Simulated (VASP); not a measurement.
# In2O3 (In2O3 (Ia-3)) (Ia-3) in VASP: single point with LDA

Aim: the single point of In2O3 (In2O3 (Ia-3)) with LDA.

Program: VASP 6.6.1. These are calculated values, not measurements. Logs are shortened: lines on timing, memory, paths and dates and some standing lists are left out, and cuts for length are marked.

### Step 1. The cell of the first run

Symmetry: Ia-3, No. 206, cubic system. Conventional cell: a = 10.289 Å, b = 10.289 Å, c = 10.289 Å, α = 90.00°, β = 90.00°, γ = 90.00°. In (site symmetry 2) has 6 O at 2.16 to 2.25 Å within 2.9 Å. In (site symmetry -3) has 6 O at 2.21 Å within 2.9 Å. Within 2.9 Å of O (site symmetry 1) lie 4 In at 2.16 to 2.25 Å and 4 O at 2.84 to 2.86 Å.

### Step 2. Single point, LDA

File INCAR:

```
SYSTEM = In2O3
ALGO = Normal ; EDIFF = 1E-6
ENCUT = 600 ; GGA_COMPAT = .False.
ISIF = 2 ; ISMEAR = -1
LASPH = .True. ; LCHARG = .True.
LELF = .True. ; LREAL = Auto
LVHAR = .True. ; LWAVE = .False.
NBANDS = 202 ; NELM = 120
PREC = Accurate ; SIGMA = 0.01
```

File KPOINTS:

```
Automatic mesh
0
Gamma
  1 1 1
  0.25 0.25 0.25
```

File POSCAR:

```
In2O3
1.0
   -5.1442825100      5.1442825100      5.1442825100
    5.1442825100     -5.1442825100      5.1442825100
    5.1442825100      5.1442825100     -5.1442825100
In O
16 24
Direct
    0.2839120500      0.5339120500      0.7500000000
    0.7160879500      0.4660879500      0.2500000000
    0.0000000000      0.5000000000      0.0000000000
    0.0000000000      0.0000000000      0.5000000000
    0.7500000000      0.2839120500      0.5339120500
    0.2500000000      0.7160879500      0.4660879500
    0.7839120500      0.0339120500      0.7500000000
    0.2160879500      0.9660879500      0.2500000000
    0.5339120500      0.7500000000      0.2839120500
    0.7500000000      0.7839120500      0.0339120500
    0.5000000000      0.0000000000      0.0000000000
    0.5000000000      0.5000000000      0.5000000000
    0.2500000000      0.2160879500      0.9660879500
    0.4660879500      0.2500000000      0.7160879500
    0.9660879500      0.2500000000      0.2160879500
    0.0339120500      0.7500000000      0.7839120500
    0.5369998975      0.7721351775      0.5442245950
    0.7721351775      0.5442245950      0.5369998975
    0.5072246975      0.2351352800      0.9630001025
    0.7720894175      0.7278648225      0.2648647200
    0.2278648225      0.4557754050      0.4630001025
    0.2720894175      0.0072246975      0.0442245950
    0.4557754050      0.4630001025      0.2278648225
    0.9557754050      0.7279105825      0.9927753025
    0.7351352800      0.2279105825      0.2721351775
    0.9630001025      0.5072246975      0.2351352800
    0.2351352800      0.9630001025      0.5072246975
    0.0442245950      0.2720894175      0.0072246975
    0.0369998975      0.4927753025      0.7648647200
    0.7279105825      0.9927753025      0.9557754050
    0.2721351775      0.7351352800      0.2279105825
    0.9927753025      0.9557754050      0.7279105825
    0.7278648225      0.2648647200      0.7720894175
    0.2648647200      0.7720894175      0.7278648225
    0.2279105825      0.2721351775      0.7351352800
    0.4927753025      0.7648647200      0.0369998975
    0.0072246975      0.0442245950      0.2720894175
    0.7648647200      0.0369998975      0.4927753025
    0.5442245950      0.5369998975      0.7721351775
    0.4630001025      0.2278648225      0.4557754050
```

Potentials or basis: VASP PAW LDA potentials, release 64 (In_d, O).

The run is started by

```sh
cat potpaw_LDA.64/In_d/POTCAR potpaw_LDA.64/O/POTCAR > POTCAR
mpirun -np 1 vasp_std > vasp.out
```

OUTCAR:

```text
SYSTEM = In2O3
   EDIFF = 1E-6
   ENCUT = 600
   ISIF = 2
   ISMEAR = -1
   LASPH = .True.
   LREAL = Auto
   NELM = 120
   PREC = Accurate

 ion  position               nearest neighbor table
   1  0.284  0.534  0.750-  29 2.16  35 2.16  36 2.24  21 2.24  34 2.25  39 2.25  11 3.40  12 3.40
                             6 3.42  10 3.42  14 3.42  16 3.42   3 3.89   4 3.89  13 3.91  15 3.91
   2  0.716  0.466  0.250-  26 2.16  20 2.16  19 2.24  18 2.24  25 2.25  23 2.25  11 3.40  12 3.40
                             5 3.42  13 3.42   9 3.42  15 3.42   4 3.89   3 3.89   6 3.91  10 3.91
   3  0.000  0.500  0.000-  31 2.21  33 2.21  28 2.21  29 2.21  24 2.21  26 2.21   5 3.40   6 3.40
                             7 3.40   8 3.40  15 3.40  16 3.40   9 3.89  14 3.89   2 3.89  10 3.89
   4  0.000  0.000  0.500-  20 2.21  35 2.21  32 2.21  27 2.21  37 2.21  38 2.21   7 3.40   8 3.40
                             9 3.40  10 3.40  13 3.40  14 3.40   5 3.89   6 3.89  15 3.89  16 3.89
   5  0.750  0.284  0.534-  38 2.16  25 2.16  29 2.24  40 2.24  33 2.25  18 2.25   3 3.40  12 3.40
                            14 3.42  16 3.42   7 3.42   2 3.42   4 3.89  11 3.89   1 3.91  15 3.91
   6  0.250  0.716  0.466-  27 2.16  34 2.16  26 2.24  17 2.24  31 2.25  21 2.25   3 3.40  12 3.40
                             1 3.42  15 3.42   8 3.42   9 3.42  11 3.89   4 3.89  14 3.91  16 3.91
   7  0.784  0.034  0.750-  30 2.16  17 2.16  33 2.24  32 2.24  28 2.25  38 2.25   3 3.40   4 3.40
                             5 3.42  13 3.42   9 3.42  15 3.42  11 3.89  12 3.89  16 3.91  10 3.91
   8  0.216  0.966  0.250-  22 2.16  40 2.16  31 2.24  37 2.24  24 2.25  27 2.25   3 3.40   4 3.40
                             6 3.42  10 3.42  14 3.42  16 3.42  12 3.89  11 3.89  15 3.91  13 3.91
   9  0.534  0.750  0.284-  36 2.16  31 2.16  38 2.24  23 2.24  20 2.25  17 2.25   4 3.40  12 3.40
[... 37 lines left out ...]
  39  0.544  0.537  0.772-  10 2.16  12 2.21  14 2.24   1 2.25
  40  0.463  0.228  0.456-   8 2.16  12 2.21   5 2.24  14 2.25

  LATTYP: Found a body centered cubic cell.
 ALAT       =    10.2885650200

  Lattice vectors:

 A1 = (  -5.1442825100,   5.1442825100,   5.1442825100)
 A2 = (   5.1442825100,  -5.1442825100,   5.1442825100)
 A3 = (   5.1442825100,   5.1442825100,  -5.1442825100)

Analysis of symmetry for initial positions (statically):
=====================================================================
 Subroutine PRICEL returns:
 Original cell was already a primitive cell.

 Routine SETGRP: Setting up the symmetry group for a
 body centered cubic supercell.

 Subroutine GETGRP returns: Found 24 space group operations
 (whereof  6 operations were pure point group operations)
 out of a pool of 48 trial point group operations.

The static configuration has the point symmetry S_6 .
 The point group associated with its full space group is T_h .

Analysis of symmetry for dynamics (positions and initial velocities):
=====================================================================
 Subroutine PRICEL returns:
 Original cell was already a primitive cell.
[... 177 lines left out ...]
   EFERMI_NEDOS =   21; number of points for ismear=-14 and -15
   IALGO  =     38    algorithm
   IMIX   =      4    mixing-type and parameters
     AMIX     =   0.40;   BMIX     =  1.00
     AMIX_MAG =   1.60;   BMIX_MAG =  1.00
  volume/ion in A,a.u.               =      13.61        91.87
  Fermi-wavevector in a.u.,A,eV,Ry     =   1.415503  2.674914 27.261311  2.003650
  Thomas-Fermi vector in A             =   2.536935
   LORBIT       =      0    0 simple, 1 ext, 2 COOP (PROOUT), +10 PAW based schemes
   GGA     = CA    functional components
   LHFCALC =     F    Hartree Fock is set to
   AEXX    =    0.0000 exact exchange contribution
   IVDW    =     0    specifies the selected vdW correction
   LEPSILON=     F    determine dielectric tensor
   LRPA    =     F    only Hartree local field effects (RPA)
 non-spin polarized calculation
  energy-cutoff  :      600.00
  volume of cell :      544.55
 maximum number of plane-waves:     18060
 NGX is ok and might be reduce to    72
   NGX = 35   NGY = 35   NGZ = 35

 number of electron     352.0000132 magnetization

 Free energy of the ion-electron system (eV)
  ---------------------------------------------------
  ext. energy  EPLUGINS =         0.00000000
  ---------------------------------------------------
  free energy    TOTEN  =      -255.08844741 eV

  energy without entropy =     -255.08844741  energy(sigma->0) =     -255.08844741

 E-fermi :   4.7715     XC(G=0): -11.2974

 val. band max:        4.4934980776   @ k =   0.2500   0.2500   0.2500
 cond. band min:       8.0897358393   @ k =   0.2500   0.2500   0.2500
 fundamental gap:      3.5962377617
 Fermi energy:         4.7715286767

 k-point     1 :       0.2500    0.2500    0.2500
  band No.  band energies     occupation
      1     -12.3241      2.00000
      2     -12.3241      2.00000
      3     -12.3241      2.00000
      4     -12.3241      2.00000
      5     -11.9310      2.00000
      6     -11.9310      2.00000
[... 180 lines left out ...]
    187      10.2277      0.00000
    188      10.2277      0.00000
 [bands above 188 left out]

------------------------ aborting loop because EDIFF is reached ----------------------------------------

  FORCE on cell =-STRESS in cart. coord.  units (eV):
  Direction    XX          YY          ZZ          XY          YZ          ZX
  --------------------------------------------------------------------------------------
  -------------------------------------------------------------------------------------
  Total      -33.7015274    -33.7015274    -33.7015274      0.0000000      0.0000000      0.0000000
  in kB      -99.1575398    -99.1575398    -99.1575398      0.0000000      0.0000000      0.0000000
  external PRESSURE =     -99.1575398 kB  Pullay stress =       0.0000000 kB

 VOLUME and BASIS-vectors are now :
 -----------------------------------------------------------------------------
  energy-cutoff  :      600.00
  volume of cell :      544.55
      direct lattice vectors                 reciprocal lattice vectors
    -5.144282510  5.144282510  5.144282510     0.000000000  0.097195284  0.097195284
     5.144282510 -5.144282510  5.144282510     0.097195284  0.000000000  0.097195284
     5.144282510  5.144282510 -5.144282510     0.097195284  0.097195284  0.000000000

 POSITION                                       TOTAL-FORCE (eV/Angst)
 -----------------------------------------------------------------------------------
      5.14428      2.57214      0.34891        -0.000000     -0.000000      0.042958
      0.00000      2.57214      4.79538        -0.000000     -0.000000     -0.042958
      2.57214     -2.57214      2.57214        -0.000000     -0.000000      0.000000
      2.57214      2.57214     -2.57214        -0.000000     -0.000000      0.000000
      0.34891      5.14428      2.57214         0.042958     -0.000000      0.000000
      4.79538      0.00000      2.57214        -0.042958     -0.000000      0.000000
[... 32 lines left out ...]
      3.93492      4.00925      1.59004         0.013378     -0.134612     -0.110146
      1.13504      3.55424      1.20937         0.134612      0.110146     -0.013378
 -----------------------------------------------------------------------------------
    total drift:                                0.000000      0.000000      0.000000

  FREE ENERGIE OF THE ION-ELECTRON SYSTEM (eV)
  ---------------------------------------------------
  free  energy   TOTEN  =      -255.0884474057 eV

  energy  without entropy=     -255.0884474057  energy(sigma->0) =     -255.08844741
```

OSZICAR:

```text
N       E                     dE             d eps       ncg     rms          rms(c)
DAV:   1     0.666451236025E+04    0.66645E+04   -0.16059E+05   404   0.269E+03
DAV:   2     0.164460696679E+04   -0.50199E+04   -0.48783E+04   404   0.817E+02
DAV:   3    -0.194616904129E+02   -0.16641E+04   -0.15765E+04   428   0.367E+02
DAV:   4    -0.283780161709E+03   -0.26432E+03   -0.25894E+03   552   0.148E+02
DAV:   5    -0.293700460206E+03   -0.99203E+01   -0.97962E+01   528   0.325E+01    0.430E+01
DAV:   6    -0.255689327874E+03    0.38011E+02   -0.18675E+02   600   0.631E+01    0.380E+01
DAV:   7    -0.255826651674E+03   -0.13732E+00   -0.16803E+01   520   0.121E+01    0.926E+00
DAV:   8    -0.255319823337E+03    0.50683E+00   -0.15042E+00   600   0.401E+00    0.481E+00
DAV:   9    -0.255091204723E+03    0.22862E+00   -0.28530E-01   584   0.323E+00    0.685E-01
DAV:  10    -0.255087633143E+03    0.35716E-02   -0.68422E-02   552   0.145E+00    0.230E-01
DAV:  11    -0.255088707329E+03   -0.10742E-02   -0.67471E-03   640   0.314E-01    0.177E-01
DAV:  12    -0.255088442318E+03    0.26501E-03   -0.15481E-03   584   0.205E-01    0.517E-02
DAV:  13    -0.255088446961E+03   -0.46431E-05   -0.15963E-04   552   0.366E-02    0.466E-02
DAV:  14    -0.255088447406E+03   -0.44495E-06   -0.53385E-06   368   0.164E-02
   1 F= -.25508845E+03 E0= -.25508845E+03  d E =-.257300E-11
```

stdout:

```text
POSCAR found type information on POSCAR InO
 POSCAR found :  2 types and      40 ions
 scaLAPACK will be used
 LDA part: xc-table for (Slater(with rela. corr.)+CA(PZ))
 , standard interpolation
 POSCAR, INCAR and KPOINTS ok, starting setup
 FFT: planning ... GRIDC
 FFT: planning ... GRID_SOFT
 FFT: planning ... GRID
 WAVECAR not read
 entering main loop
```

Run time: 9.2 min. Hardware: 1 thread of Intel Xeon 8259CL, shared host; peak memory 0.56 GiB.

What came out:

| Property | Result |
| --- | --- |
| Free energy | -255.0884 eV |
| Pressure | -9.9 GPa |
| Largest force | 0.174 eV/Å |
| Band gap on the k mesh | 3.60 eV |

Forces on the atoms (eV/Å):
```
In   0.000  0.000  0.043
In   0.000  0.000 -0.043
In   0.000  0.000  0.000
In   0.000  0.000  0.000
In   0.043  0.000  0.000
In  -0.043  0.000  0.000
In   0.000  0.000  0.043
In   0.000  0.000 -0.043
In   0.000  0.043  0.000
In   0.043  0.000  0.000
In   0.000  0.000  0.000
In   0.000  0.000  0.000
In  -0.043  0.000  0.000
In   0.000 -0.043  0.000
In   0.000 -0.043  0.000
In   0.000  0.043  0.000
O   -0.135 -0.110  0.013
O   -0.110  0.013 -0.135
O    0.110 -0.013 -0.135
O    0.135 -0.110 -0.013
O    0.110 -0.013  0.135
O   -0.135 -0.110 -0.013
O   -0.013  0.135  0.110
O    0.013  0.135  0.110
O    0.013 -0.135  0.110
O   -0.135  0.110 -0.013
O   -0.013 -0.135  0.110
O   -0.013 -0.135 -0.110
O    0.135 -0.110  0.013
O    0.135  0.110  0.013
O    0.110  0.013 -0.135
O    0.110  0.013  0.135
O   -0.110 -0.013  0.135
O   -0.013  0.135 -0.110
O   -0.135  0.110  0.013
O   -0.110  0.013  0.135
O   -0.110 -0.013 -0.135
O    0.013  0.135 -0.110
O    0.013 -0.135 -0.110
O    0.135  0.110 -0.013
```

Caveat: the k points lie up to 0.86 Å⁻¹ apart; spin-orbit coupling is left out, which moves the levels of the heavy elements. A hybrid or GW would open this gap; LDA tends to underestimate it.
